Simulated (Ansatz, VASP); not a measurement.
# MgAu: VASP beside Ansatz

```
CELL_PARAMETERS angstrom
3.32292 0.00000 0.00000
0.00000 3.32292 0.00000
0.00000 0.00000 3.32292
ATOMIC_POSITIONS crystal
Mg 0.50000 0.50000 0.50000
Au 0.00000 0.00000 0.00000
```

Change from the starting cell: volume scaled by 1.06, PAW files.

Alike in both runs: task electric field gradients; functional LDA; k mesh 13 × 13 × 13; occupations fermi-dirac, width 0.05 eV; no spin polarisation.

|  | VASP | Ansatz |
| --- | --- | --- |
| version | VASP 6.6.1 | Ansatz 0.2.0 |
| potentials or method | VASP PAW LDA potentials, release 64 (Mg, Au) | PAW with Ansatz's default frozen-core files, scalar-relativistic |
| plane-wave cutoff (eV) | 520 | 420 |
| valence electrons in the cell | 13 | 29 |

Ansatz gave:

| Item | Value |
| --- | --- |
| pressure (GPa) | -7.8 |

Question: Estimate VASP's values.

Answer: Pressure (GPa): -8.1.

LDA's correlation is that of Perdew and Zunger in VASP and of Perdew and Wang (1992) in Ansatz. VASP's potentials hold 13 valence electrons a cell and Ansatz's 29, so a difference there can come from the potentials and not from the codes.

Neither program's run includes spin-orbit coupling.
